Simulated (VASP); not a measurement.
Crystal: P4Pt.

```
P Pt
1.0
     4.61936    0.00000    0.00000
     0.00000    4.61936    0.00000
     0.00000    0.00000    4.61936
P Pt
4 1
Direct
  0.00000 0.50000 0.50000
  0.50000 0.00000 0.50000
  0.50000 0.50000 0.00000
  0.00000 0.00000 0.00000
  0.50000 0.50000 0.50000
```

```yaml
Program: VASP 6.6.1
Task: relaxation of cell and atoms
Functional: PBE
Potentials_or_basis: VASP PAW PBE potentials, release 64 (P, Pt)
Cutoff: 600 eV
k_mesh: 4 × 4 × 4
Occupations: gaussian, width 0.1 eV
Spin: no spin polarisation
```

At the start: pressure 3.7 GPa; volume 19.71 Å³/atom.

Task: How do energy, volume and symmetry change on relaxing?

Result: Over 3 steps the energy falls by 8.4 meV/atom and the volume is 20.46 Å³/atom (+3.8 %); space group Pm-3m (No. 221, to 0.05 Å).

Step by step:
```csv
step,energy change (eV),largest force (eV/Å),pressure (GPa),volume (Å³)
1,0.0000,0.0000,3.73,98.57
2,-0.0177,0.0000,-2.51,105.27
3,-0.0418,0.0000,-0.01,102.29
```

Final structure:
```
P Pt
1.0
     4.67675    0.00000    0.00000
     0.00000    4.67675    0.00000
     0.00000    0.00000    4.67675
P Pt
4 1
Cartesian
  0.0000 2.3384 2.3384
  2.3384 0.0000 2.3384
  2.3384 2.3384 0.0000
  0.0000 0.0000 0.0000
  2.3384 2.3384 2.3384
```
